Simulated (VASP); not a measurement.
# Ru (P6_3/mmc) in VASP: further runs

The runs below take Ru through single point, relaxation of cell and atoms, with PBEsol.

Everything below comes from runs of VASP 6.6.1. Logs are shortened: lines on timing, memory, paths and dates and some standing lists are left out, and cuts for length are marked.

### 1 The cell of the first run

The structure is hexagonal, space group P6_3/mmc (No. 194). The conventional cell has a = 2.690 Å, b = 2.690 Å, c = 4.252 Å, α = 90.00°, β = 90.00°, γ = 120.00°. Within 3.5 Å of Ru (site symmetry -6m2) lie 12 Ru at 2.63 to 2.69 Å.

### 2 Single point, PBEsol

Input file INCAR:

```
SYSTEM = Ru
  PREC = Accurate
  ENCUT = 520
  EDIFF = 1E-6
  ISMEAR = 0
  SIGMA = 0.1
  LREAL = .FALSE.
  LASPH = .TRUE.
  NELM = 80
  ALGO = Normal
  ISIF = 2
  LWAVE = .FALSE.
  LCHARG = .TRUE.
  GGA = PS
  LELF = .TRUE.
  LVHAR = .TRUE.
  NBANDS = 21
```

Input file KPOINTS:

```
regular mesh
0
G
  18 18 10
  0 0 0
```

Input file POSCAR:

```
Ru
1.0
    2.6895240001      0.0000000000      0.0000000000
   -1.3447620000      2.3291961082      0.0000000000
    0.0000000000      0.0000000000      4.2519209526
Ru
2
Direct
    0.3333333333      0.6666666667      0.2500000000
    0.6666666667      0.3333333333      0.7500000000
```

Potentials or basis: VASP PAW PBE potentials, release 64 (Ru_pv).

Launch:

```bash
$ cat potpaw_PBE.64/Ru_pv/POTCAR > POTCAR
$ mpirun -np 1 vasp_std > vasp.out
```

OUTCAR:

```text
SYSTEM = Ru
   PREC = Accurate
   ENCUT = 520
   EDIFF = 1E-6
   ISMEAR = 0
   LREAL = .FALSE.
   LASPH = .TRUE.
   NELM = 80
   ISIF = 2
   GGA = PS

 ion  position               nearest neighbor table
   1  0.333  0.667  0.250-   2 2.63   2 2.63   2 2.63   2 2.63   2 2.63   2 2.63
   2  0.667  0.333  0.750-   1 2.63   1 2.63   1 2.63   1 2.63   1 2.63   1 2.63

  LATTYP: Found a hexagonal cell.
 ALAT       =     2.6895240001
 C/A-ratio  =     1.5809195056

  Lattice vectors:

 A1 = (   2.6895240001,   0.0000000000,   0.0000000000)
 A2 = (  -1.3447620000,   2.3291961082,   0.0000000000)
 A3 = (   0.0000000000,   0.0000000000,   4.2519209526)

Analysis of symmetry for initial positions (statically):
=====================================================================
 Subroutine PRICEL returns:
 Original cell was already a primitive cell.

 Routine SETGRP: Setting up the symmetry group for a
 hexagonal supercell.

 Subroutine GETGRP returns: Found 24 space group operations
 (whereof 12 operations were pure point group operations)
 out of a pool of 24 trial point group operations.

The static configuration has the point symmetry D_3d.
 The point group associated with its full space group is D_6h.

Analysis of symmetry for dynamics (positions and initial velocities):
=====================================================================
 Subroutine PRICEL returns:
 Original cell was already a primitive cell.

 Routine SETGRP: Setting up the symmetry group for a
 hexagonal supercell.

 Subroutine GETGRP returns: Found 24 space group operations
 (whereof 12 operations were pure point group operations)
 out of a pool of 24 trial point group operations.

The dynamic configuration has the point symmetry D_3d.
 The point group associated with its full space group is D_6h.

 Subroutine INISYM returns: Found 24 space group operations
 (whereof 12 operations are pure point group operations),
 and found     1 'primitive' translations

----------------------------------------------------------------------------------------

                                     Primitive cell

  volume of cell :      26.6359

  direct lattice vectors                    reciprocal lattice vectors
     2.689524000  0.000000000  0.000000000     0.371813005  0.214666338  0.000000000
    -1.344762000  2.329196108  0.000000000     0.000000000  0.429332677  0.000000000
     0.000000000  0.000000000  4.251920953     0.000000000  0.000000000  0.235187815

  length of vectors
     2.689524000  2.689524000  4.251920953     0.429332677  0.429332677  0.235187815

  position of ions in fractional coordinates (direct lattice)
     0.333333333  0.666666667  0.250000000
     0.666666667  0.333333333  0.750000000

  ion indices of the primitive-cell ions
   primitive index   ion index
                 1           1
                 2           2

----------------------------------------------------------------------------------------

 KPOINTS: regular mesh

Automatic generation of k-mesh.
 Grid dimensions read from file:
 generate k-points for:   18   18   10

 Generating k-lattice:

  Cartesian coordinates                     Fractional coordinates (reciprocal lattice)
     0.020656278  0.011925908  0.000000000     0.055555556  0.000000000  0.000000000
     0.000000000  0.023851815  0.000000000     0.000000000  0.055555556  0.000000000
     0.000000000  0.000000000  0.023518782     0.000000000  0.000000000  0.100000000

  Length of vectors
     0.023851815  0.023851815  0.023518782

  Shift w.r.t. Gamma in fractional coordinates (k-lattice)
     0.000000000  0.000000000  0.000000000

 Subroutine IBZKPT returns following result:
 ===========================================

 Found    222 irreducible k-points:

 Following reciprocal coordinates:
            Coordinates               Weight
  0.000000  0.000000  0.000000      1.000000
  0.055556  0.000000  0.000000      6.000000
  0.111111  0.000000  0.000000      6.000000
  0.166667  0.000000  0.000000      6.000000
  0.222222  0.000000  0.000000      6.000000
  0.277778  0.000000  0.000000      6.000000
[... 16 lines left out ...]
  0.333333  0.111111  0.000000     12.000000
  0.388889  0.111111  0.000000     12.000000
 [... further k-points ...]
   k-points           NKPTS =    222   k-points in BZ     NKDIM =    222   number of bands    NBANDS=     21
   number of dos      NEDOS =    301   number of ions     NIONS =      2
   total plane-waves  NPLWV =  12800
   dimension x,y,z NGX =    20 NGY =   20 NGZ =   32
   dimension x,y,z NGXF=    40 NGYF=   40 NGZF=   64
   ions per type =               2
   NGX,Y,Z   is equivalent  to a cutoff of  12.36, 12.36, 12.51 a.u.
   NGXF,Y,Z  is equivalent  to a cutoff of  24.72, 24.72, 25.02 a.u.
 SYSTEM =  Ru
   PREC   = accura    normal or accurate (medium, high low for compatibility)
   ISTART =      0    job   : 0-new  1-cont  2-samecut
   ICHARG =      2    charge: 1-file 2-atom 10-const
[... 79 lines left out ...]
      4     -29.4643      2.00000
      5     -29.4422      2.00000
      6     -29.4003      2.00000
[... 13 lines left out ...]
     20      23.3157      0.00000
     21      23.6084      0.00000

 k-point     3 :       0.1111    0.0000    0.0000
  band No.  band energies     occupation
      1     -30.5786      2.00000
      2     -29.7153      2.00000
      3     -29.6529      2.00000
      4     -29.5364      2.00000
      5     -29.4518      2.00000
      6     -29.4160      2.00000
[... 13 lines left out ...]
     20      23.3156      0.00000
     21      23.5590      0.00000

 k-point     4 :       0.1667    0.0000    0.0000
  band No.  band energies     occupation
      1     -30.5253      2.00000
      2     -29.8220      2.00000
      3     -29.6875      2.00000
      4     -29.6449      2.00000
      5     -29.4674      2.00000
      6     -29.4424      2.00000
[... 13 lines left out ...]
     20      23.3156      0.00000
     21      23.4798      0.00000

 k-point     5 :       0.2222    0.0000    0.0000
  band No.  band energies     occupation
      1     -30.4555      2.00000
      2     -29.9529      2.00000
      3     -29.7746      2.00000
      4     -29.7287      2.00000
      5     -29.4876      2.00000
      6     -29.4792      2.00000
[... 13 lines left out ...]
     20      23.3154      0.00000
     21      23.4029      0.00000

 k-point     6 :       0.2778    0.0000    0.0000
  band No.  band energies     occupation
      1     -30.3736      2.00000
      2     -30.0921      2.00000
      3     -29.9090      2.00000
      4     -29.7714      2.00000
      5     -29.5258      2.00000
      6     -29.5099      2.00000
[... 13 lines left out ...]
     20      23.3151      0.00000
     21      23.3587      0.00000

 k-point     7 :       0.3333    0.0000    0.0000
  band No.  band energies     occupation
      1     -30.2858      2.00000
      2     -30.2226      2.00000
      3     -30.0321      2.00000
      4     -29.8105      2.00000
      5     -29.5803      2.00000
      6     -29.5315      2.00000
[... 13 lines left out ...]
     20      23.3140      0.00000
     21      23.3261      0.00000
[... 291 lines left out ...]
      1     -30.4266      2.00000
      2     -29.9610      2.00000
      3     -29.8844      2.00000
      4     -29.6976      2.00000
      5     -29.5267      2.00000
      6     -29.4951      2.00000
[... 13 lines left out ...]
     20      23.3153      0.00000
     21      23.3993      0.00000

 k-point    21 :       0.2222    0.1111    0.0000
  band No.  band energies     occupation
      1     -30.3466      2.00000
      2     -30.0864      2.00000
      3     -29.9802      2.00000
      4     -29.7633      2.00000
      5     -29.5580      2.00000
      6     -29.5419      2.00000
[... 13 lines left out ...]
     20      23.3150      0.00000
     21      23.3742      0.00000

 k-point    22 :       0.2778    0.1111    0.0000
  band No.  band energies     occupation
      1     -30.2605      2.00000
      2     -30.2081      2.00000
      3     -30.0639      2.00000
      4     -29.8257      2.00000
      5     -29.5967      2.00000
      6     -29.5861      2.00000
[... 13 lines left out ...]
     20      23.3138      0.00000
     21      23.3402      0.00000

 k-point    23 :       0.3333    0.1111    0.0000
  band No.  band energies     occupation
      1     -30.3074      2.00000
      2     -30.1764      2.00000
      3     -30.1309      2.00000
      4     -29.8761      2.00000
      5     -29.6552      2.00000
      6     -29.6087      2.00000
[... 13 lines left out ...]
     20      23.3147      0.00000
     21      24.0155      0.00000

 k-point    24 :       0.3889    0.1111    0.0000
  band No.  band energies     occupation
      1     -30.3719      2.00000
      2     -30.1745      2.00000
      3     -30.1081      2.00000
      4     -29.9084      2.00000
      5     -29.7066      2.00000
      6     -29.6234      2.00000
[... 13 lines left out ...]
     20      23.3133      0.00000
     21      24.3484      0.00000

 [... further k-points ...]

------------------------ aborting loop because EDIFF is reached ----------------------------------------

  FORCE on cell =-STRESS in cart. coord.  units (eV):
  Direction    XX          YY          ZZ          XY          YZ          ZX
  --------------------------------------------------------------------------------------
  -------------------------------------------------------------------------------------
  Total       -0.0023941     -0.0023941      0.0017361     -0.0000000     -0.0000000      0.0000000
  in kB       -0.1440086     -0.1440086      0.1044265     -0.0000000     -0.0000000      0.0000000
  external PRESSURE =      -0.0611969 kB  Pullay stress =       0.0000000 kB

 VOLUME and BASIS-vectors are now :
 -----------------------------------------------------------------------------
  energy-cutoff  :      520.00
  volume of cell :       26.64
      direct lattice vectors                 reciprocal lattice vectors
     2.689524000  0.000000000  0.000000000     0.371813005  0.214666338  0.000000000
    -1.344762000  2.329196108  0.000000000     0.000000000  0.429332677  0.000000000
     0.000000000  0.000000000  4.251920953     0.000000000  0.000000000  0.235187815

 POSITION                                       TOTAL-FORCE (eV/Angst)
 -----------------------------------------------------------------------------------
     -0.00000      1.55280      1.06298         0.000000      0.000000      0.000000
      1.34476      0.77640      3.18894        -0.000000     -0.000000      0.000000
 -----------------------------------------------------------------------------------
    total drift:                               -0.000000      0.000000     -0.000000

  FREE ENERGIE OF THE ION-ELECTRON SYSTEM (eV)
  ---------------------------------------------------
  free  energy   TOTEN  =       -20.3450877271 eV

  energy  without entropy=      -20.3362341565  energy(sigma->0) =      -20.34066094
```

Wall time 45 s (1 thread of Intel Xeon Platinum 8488C (Sapphire Rapids), shared host); peak memory 0.21 GiB.

Results:

- Free energy: -20.3451 eV
- Pressure: 0.0 GPa
- Band gap on the k mesh: zero (band 14 reaches 14.58 eV, above the bottom of band 15 at 11.36 eV)

Caveat: the PAW data sets were made with another functional, which shifts forces and pressure a little.

### 3 Relaxation of cell and atoms, PBEsol

This run uses another cell than the first one, of 13.57 Å³/atom, 1.019 times its volume.

Input file INCAR:

```
SYSTEM = Ru
PREC = Accurate ; ENCUT = 600
EDIFF = 1E-6 ; ISMEAR = 0
SIGMA = 0.1 ; LREAL = .FALSE.
LASPH = .TRUE. ; NELM = 100
ALGO = Fast ; ISIF = 3
LWAVE = .FALSE. ; LCHARG = .FALSE.
GGA = PS ; IBRION = 2
NSW = 100 ; EDIFFG = -0.005
```

Input file KPOINTS:

```
Automatic mesh
0
G
  18 18 10
  0 0 0
```

Input file POSCAR:

```
Ru
1.0
    2.7057993342      0.0000000000      0.0000000000
   -1.3528996671      2.3432909610      0.0000000000
    0.0000000000      0.0000000000      4.2819000000
Ru
2
Direct
    0.3333333333      0.6666666667      0.2500000000
    0.6666666667      0.3333333333      0.7500000000
```

Potentials or basis: VASP PAW PBE potentials, release 64 (Ru_pv).

Launch:

```bash
$ cat potpaw_PBE.64/Ru_pv/POTCAR > POTCAR
$ mpirun -np 1 vasp_std > vasp.out
```

It took 5.4 min on 1 thread of Intel Xeon 6975P-C, shared host; peak memory 0.26 GiB.

The run converged. Its results:

```
Free energy                            : -20.3462 eV
Relaxed volume                         : 13.32 Å³/atom
Relaxed cell                           : a = 2.689 Å, b = 2.689 Å, c = 4.252 Å, α = 90.00°, β = 90.00°, γ = 120.00°
Space group after relaxing (to 0.05 Å) : P6_3/mmc (No. 194)
Energy gained by relaxing              : 5.3 meV/atom
Ionic steps                            : 7
Pressure after relaxing                : 0.0 GPa
Band gap on the k mesh                 : zero (band 14 reaches 14.58 eV, above the bottom of band 15 at 11.36 eV)
```

The path:
| step | energy change (eV) | largest force (eV/Å) | pressure (GPa) | volume (Å³) |
| --- | --- | --- | --- | --- |
| 1 | 0.0000 | 0.0000 | -6.39 | 27.15 |
| 2 | 0.1010 | 0.0000 | 24.33 | 25.08 |
| 3 | -0.0107 | 0.0000 | -0.09 | 26.64 |
| 4 | -0.0107 | 0.0000 | -0.04 | 26.63 |
| 5 | -0.0107 | 0.0000 | 0.10 | 26.62 |
| 6 | -0.0107 | 0.0000 | -0.32 | 26.65 |
| 7 | -0.0107 | 0.0000 | 0.03 | 26.63 |

Final structure:
```
Ru
1.0
     2.68923    0.00000    0.00000
    -1.34462    2.32894    0.00000
     0.00000    0.00000    4.25211
Ru
2
Cartesian
  0.0000 1.5526 1.0630
  1.3446 0.7763 3.1891
```

Levels at points of the mesh, in eV from the Fermi level:
```
           k point  band 10  band 11  band 12  band 13  band 14  band 15  band 16  band 17  band 18
(0.00, 0.00, 0.00)    -2.68    -2.48    -1.97    -1.97    -1.43    -1.43     1.24     1.24     1.27
(0.50, 0.00, 0.00)    -3.11    -2.13    -1.86    -1.56     1.49     1.93     2.01     4.17     6.24
(0.00, 0.00, 0.50)    -2.85    -2.85    -2.85    -2.79    -2.79     0.58     0.58     0.58     0.58
(0.50, 0.00, 0.50)    -4.67    -1.09    -1.09     0.45     0.45     1.76     1.76     3.45     3.45
```

Caveat: the PAW data sets were made with another functional, which shifts forces and pressure a little.

### 4 Single point, PBEsol

This run uses another cell than the first one, of 12.82 Å³/atom, 0.963 times its volume.

Input file INCAR:

```
ALGO     = Normal         # electronic algorithm
EDIFF    = 1E-7           # SCF threshold, eV
ENCUT    = 520            # plane-wave cutoff, eV
GGA      = PS             # functional
ISIF     = 2              # what is computed and relaxed
ISMEAR   = -1             # smearing method
LASPH    = T              # aspherical terms in the spheres
LCHARG   = F              # write CHGCAR
LREAL    = F              # projectors in reciprocal space
LWAVE    = F              # write WAVECAR
NBANDS   = 21             # bands
NELM     = 60             # most SCF steps
PREC     = Accurate       # precision mode
SIGMA    = 0.15           # smearing width, eV
```

Input file KPOINTS:

```
k-points
0
Gamma
  18 18 10
```

Input file POSCAR:

```
Ru
1.0
    2.6548030742      0.0000000000      0.0000000000
   -1.3274015371      2.2991269043      0.0000000000
    0.0000000000      0.0000000000      4.2005460564
Ru
2
Direct
    0.3333333333      0.6666666667      0.2500000000
    0.6666666667      0.3333333333      0.7500000000
```

Launch:

```bash
$ cat potpaw_PBE.64/Ru_pv/POTCAR > POTCAR
$ mpirun -np 1 vasp_std > vasp.out
```

Run time: 35 s. Hardware: 1 thread of Intel Xeon 6975P-C (Granite Rapids), shared host; peak memory 0.21 GiB.

The run converged. Its results:

| Property | Result |
| --- | --- |
| Free energy | -20.3538 eV |
| Pressure | 15.0 GPa |
| Band gap on the k mesh | zero (band 14 reaches 15.40 eV, above the bottom of band 15 at 11.98 eV) |

Levels at points of the mesh, in eV from the Fermi level:
```csv
k point,band 12,band 13,band 14,band 15,band 16,band 17
"(0.00, 0.00, 0.00)",-2.10,-2.10,-1.53,-1.53,1.29,1.29
"(0.50, 0.00, 0.00)",-1.94,-1.66,1.58,2.04,2.12,4.38
"(0.00, 0.00, 0.50)",-3.03,-2.94,-2.94,0.60,0.60,0.60
"(0.50, 0.00, 0.50)",-1.17,0.46,0.46,1.86,1.86,3.59
```

Caveat: the PAW data sets were made with another functional, which shifts forces and pressure a little.

### 5 Single point, PBEsol

This run uses another cell than the first one, of 13.05 Å³/atom, 0.980 times its volume.

Input file INCAR:

```
  ALGO = Fast
  EDIFF = 1E-6
  ENCUT = 520
  GGA = PS
  ISIF = 2
  ISMEAR = -1
  LASPH = T
  LCHARG = F
  LREAL = F
  LWAVE = F
  NBANDS = 21
  NELM = 80
  PREC = Accurate
  SIGMA = 0.15
```

KPOINTS is that of step 4.

Input file POSCAR:

```
Ru
1.0
    2.6710887626      0.0000000000      0.0000000000
   -1.3355443813      2.3132307242      0.0000000000
    0.0000000000      0.0000000000      4.2232267454
Ru
2
Direct
    0.3333333333      0.6666666667      0.2500000000
    0.6666666667      0.3333333333      0.7500000000
```

Launch:

```bash
$ cat potpaw_PBE.64/Ru_pv/POTCAR > POTCAR
$ mpirun -np 1 vasp_std > vasp.out
```

Run time: 37 s. Hardware: 1 thread of Intel Xeon 6975P-C (Granite Rapids), shared host; peak memory 0.2 GiB.

Results (log left out):

```
Free energy            : -20.3868 eV
Pressure               : 8.0 GPa
Band gap on the k mesh : zero (band 14 reaches 15.02 eV, above the bottom of band 15 at 11.69 eV)
```

Levels at points of the mesh, in eV from the Fermi level:
| k point | band 12 | band 13 | band 14 | band 15 | band 16 | band 17 |
| --- | --- | --- | --- | --- | --- | --- |
| (0.00, 0.00, 0.00) | -2.05 | -2.05 | -1.49 | -1.49 | 1.26 | 1.26 |
| (0.50, 0.00, 0.00) | -1.91 | -1.62 | 1.53 | 1.98 | 2.06 | 4.27 |
| (0.00, 0.00, 0.50) | -2.96 | -2.88 | -2.88 | 0.58 | 0.58 | 0.58 |
| (0.50, 0.00, 0.50) | -1.14 | 0.45 | 0.45 | 1.80 | 1.80 | 3.52 |

Caveat: the PAW data sets were made with another functional, which shifts forces and pressure a little.

### 6 Overview

| task | cell | cutoff (eV) | smearing | gap on the mesh (eV) | pressure (GPa) |
| --- | --- | --- | --- | --- | --- |
| single point | a = 2.690, b = 2.690, c = 4.252 Å, angles 90.0, 90.0, 120.0°, 2 atoms | 520 | gaussian 0.1 eV | none | 0.0 |
| relaxation of cell and atoms | relaxed from a = 2.706, b = 2.706, c = 4.282 Å, angles 90.0, 90.0, 120.0°, 2 atoms | 600 | gaussian 0.1 eV | none | 0.0 |
| single point | a = 2.655, b = 2.655, c = 4.201 Å, angles 90.0, 90.0, 120.0°, 2 atoms | 520 | fermi-dirac 0.15 eV | none | 15.0 |
| single point | a = 2.671, b = 2.671, c = 4.223 Å, angles 90.0, 90.0, 120.0°, 2 atoms | 520 | fermi-dirac 0.15 eV | none | 8.0 |

Alike in all rows: level PBEsol; potentials or basis VASP PAW PBE potentials, release 64 (Ru_pv); no spin polarisation; k mesh 18 × 18 × 10.

Caveats: the PAW data sets were made with another functional, which shifts forces and pressure a little.

Total energies depend on the potentials used, so only differences within one code and one set of settings carry meaning.
